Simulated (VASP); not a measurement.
Rb, 1 atom in the cell. The structure is cubic, space group Im-3m (No. 229). The conventional cell has a = 5.372 Å, b = 5.372 Å, c = 5.372 Å, α = 90.00°, β = 90.00°, γ = 90.00°. 

- Program: VASP 6.6.1
- Task: single point
- Functional: LDA
- Potentials or basis: VASP PAW LDA potentials, release 64 (Rb_sv)
- Cutoff: 520 eV
- k mesh: 8 × 8 × 8
- Occupations: methfessel-paxton, width 0.03 eV
- Spin: no spin polarisation
- Dipole correction: no
- Further INCAR settings: ALGO = Normal; EDIFF = 1e-06; NBANDS = 10

Potentials or basis: VASP PAW LDA potentials, release 64 (Rb_sv).

Run with:

```bash
$ cat potpaw_LDA.64/Rb_sv/POTCAR > POTCAR
$ mpirun -np 1 vasp_std > vasp.out
```

Hardware: 1 thread of AMD EPYC 7R13 (shared host).

**Question.** Estimate the wall time of this run.

**Answer.** Run time: 26 s on 1 thread of AMD EPYC 7R13, with other jobs on the host, peak memory 0.14 GiB. Counts: scf iterations 10, k points 29.
